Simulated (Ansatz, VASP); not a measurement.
One calculation of BAs, two programs

INCAR

```
PREC = Accurate
ENCUT = 500
EDIFF = 1E-6
ISMEAR = 0
SIGMA = 0.02
LREAL = False
LASPH = True
NELM = 120
ALGO = Normal
ISIF = 2
LWAVE = False
LCHARG = True
GGA = PE
LELF = True
LVHAR = True
NBANDS = 11
GGA_COMPAT = False
```

Contents of KPOINTS:

```
Automatic mesh
0
Gamma
  10 10 10
```

POSCAR

```
BAs
1.0
    0.0000000000      2.3850000000      2.3850000000
    2.3850000000      0.0000000000      2.3850000000
    2.3850000000      2.3850000000      0.0000000000
B As
1 1
Direct
    0.0000000000      0.0000000000      0.0000000000
    0.2500000000      0.2500000000      0.2500000000
```

Input for Ansatz:

```yaml
crystal:
  lattice:
    - [0.0, 2.385, 2.385]
    - [2.385, 0.0, 2.385]
    - [2.385, 2.385, 0.0]
  atoms:
    - { symbol: B, position: [0.0, 0.0, 0.0] }
    - { symbol: As, position: [0.25, 0.25, 0.25] }
basis:
  ecutwfc: 420
kpoints:
  mp_grid: { grid: [10, 10, 10] }
hamiltonian:
  xc: pbe
  pseudopotentials: { kind: paw, azcp: { folder: soft_1 } }
scf:
  occupations: { method: gaussian, width: 0.02 }
output:
  forces: true
  stress: true
  eigenvalues: true
```

Alike in both runs: task single point; functional PBE; k mesh 10 × 10 × 10; occupations gaussian, width 0.02 eV; no spin polarisation.

```csv
,VASP,Ansatz
version,VASP 6.6.1,Ansatz 0.2.0
potentials or method,"VASP PAW PBE potentials, release 64 (B, As), cutoff 500 eV","scalar-relativistic, plane waves, PAW"
valence electrons in the cell,8,18
```

VASP gave:

* gap on the k mesh at the Fermi level (eV): 1.17
* least direct gap on the mesh (eV): 3.28
* pressure (GPa): 4.1

Which values does Ansatz return?

gap on the k mesh at the Fermi level (eV): 1.18; least direct gap on the mesh (eV): 3.29; pressure (GPa): 3.4.

With one functional, cell and mesh, what is left measures potentials, basis and numerics. VASP's potentials hold 8 valence electrons a cell and Ansatz's 18, so a difference there can come from the potentials and not from the codes.
